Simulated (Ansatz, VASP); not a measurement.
# GaAs: VASP beside Ansatz

```
CELL_PARAMETERS angstrom
0.00000 2.81665 2.83309
2.81665 0.00000 2.83309
2.81665 2.81665 0.00000
ATOMIC_POSITIONS crystal
Ga 0.00000 0.00000 0.00000
As 0.25000 0.25000 0.25000
```

Change from the starting cell: biaxial_xy strain -0.6%.

Alike in both runs: task single point; functional PBE; k mesh 8 × 8 × 8; occupations fermi-dirac, width 0.02 eV; no spin polarisation.

|  | VASP | Ansatz |
| --- | --- | --- |
| version | VASP 6.6.1 | Ansatz 0.2.0 |
| potentials or method | VASP PAW PBE potentials, release 64 (Ga_d, As) | plane waves, PAW |
| plane-wave cutoff (eV) | 520 | 420 |
| valence electrons in the cell | 18 | 28 |

Ansatz gave:

- pressure (GPa): 3.7
- traceless stress, the component that is largest in VASP (GPa): -0.23

Which values does VASP return?

Pressure (GPa): 3.8; traceless stress, the component that is largest in VASP (GPa): -0.23.

With one functional, cell and mesh, what is left measures potentials, basis and numerics. VASP's potentials hold 18 valence electrons a cell and Ansatz's 28, so a difference there can come from the potentials and not from the codes.
